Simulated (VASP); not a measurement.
# KI: relaxation of cell and atoms with PBEsol

KI:

```
K I
1.0
     3.50248    3.50248    0.00000
    -3.50248    3.50248    0.00000
     0.00000    3.50248    3.50248
K I
1 1
Direct
  0.00000 0.00000 0.00000
  0.50000 0.50000 0.00000
```

* Program: VASP 6.6.1
* Task: relaxation of cell and atoms
* Functional: PBEsol
* Potentials or basis: VASP PAW PBE potentials, release 64 (K_sv, I)
* Cutoff: 600 eV
* k mesh: 6 × 6 × 6
* Occupations: gaussian, width 0.01 eV
* Spin: no spin polarisation
* Target pressure: 7 GPa
* Dipole correction: no
* Further INCAR settings: ALGO = Normal; EDIFF = 1e-07; IBRION = 2; EDIFFG = -0.002; NSW = 100; ISIF = 3

| Item | Value |
| --- | --- |
| Relaxed volume | 32.49 Å³/atom |
| Relaxed cell | a = 4.513 Å, b = 4.513 Å, c = 4.513 Å, α = 60.00°, β = 60.00°, γ = 90.00° |
| Space group after relaxing (to 0.05 Å) | Fm-3m (No. 225) |
| Energy change on relaxing (the enthalpy is what falls) | +176.1 meV/atom |
| Ionic steps | 16 |
| Pressure after relaxing | 7.0 GPa |
| Band gap on the k mesh | 4.05 eV, indirect (least direct gap 4.61 eV) |

The path:
```csv
step,energy change (eV),largest force (eV/Å),pressure (GPa),volume (Å³)
1,0.0000,0.0000,0.06,85.93
2,0.3607,0.0000,7.12,64.79
3,0.3529,0.0000,7.01,64.97
4,0.3365,0.0000,6.77,65.35
5,0.3369,0.0000,6.77,65.34
6,0.3384,0.0000,6.80,65.30
7,0.3384,0.0000,6.79,65.30
8,0.3385,0.0000,6.79,65.30
9,0.3386,0.0000,6.80,65.30
10,0.3389,0.0000,6.80,65.29
11,0.3394,0.0000,6.81,65.28
12,0.3405,0.0000,6.83,65.25
13,0.3427,0.0000,6.86,65.20
14,0.3471,0.0000,6.93,65.10
15,0.3561,0.0000,7.06,64.89
16,0.3521,0.0000,7.00,64.98
```

Final structure:
```yaml
crystal:
  lattice:
    - [3.19097, 3.19097, 0.00000]
    - [-3.19097, 3.19097, 0.00000]
    - [0.00000, 3.19097, 3.19097]
  atoms:
    - { symbol: K, position: [0.00000, 0.00000, 0.00000] }
    - { symbol: I, position: [0.50000, 0.50000, 0.00000] }
```

Levels at points of the mesh, in eV from the valence-band top:
```csv
k point,band 4,band 5,band 6,band 7,band 8,band 9,band 10,band 11,band 12
"(0.00, 0.00, 0.00)",-11.60,-11.18,0.00,0.00,0.00,4.64,6.07,6.07,6.07
"(0.50, 0.00, 0.00)",-11.60,-10.10,-2.25,-0.72,-0.72,5.59,8.20,8.64,8.64
"(0.50, 0.50, 0.00)",-11.67,-10.85,-1.55,-0.57,-0.57,4.05,6.37,8.23,9.65
```

It took 4.1 min on 1 thread of Intel Xeon 6975P-C, on a shared host, peak memory 0.25 GiB.

Caveat: the cell is relaxed towards a set pressure, so the enthalpy falls and the energy may rise; the volume moved by over 15 % at a fixed basis, so the end points are rough; the PAW data sets were made with another functional, which shifts forces and pressure a little; spin-orbit coupling is left out, which moves the levels of the heavy elements. A k mesh can miss the band edges.
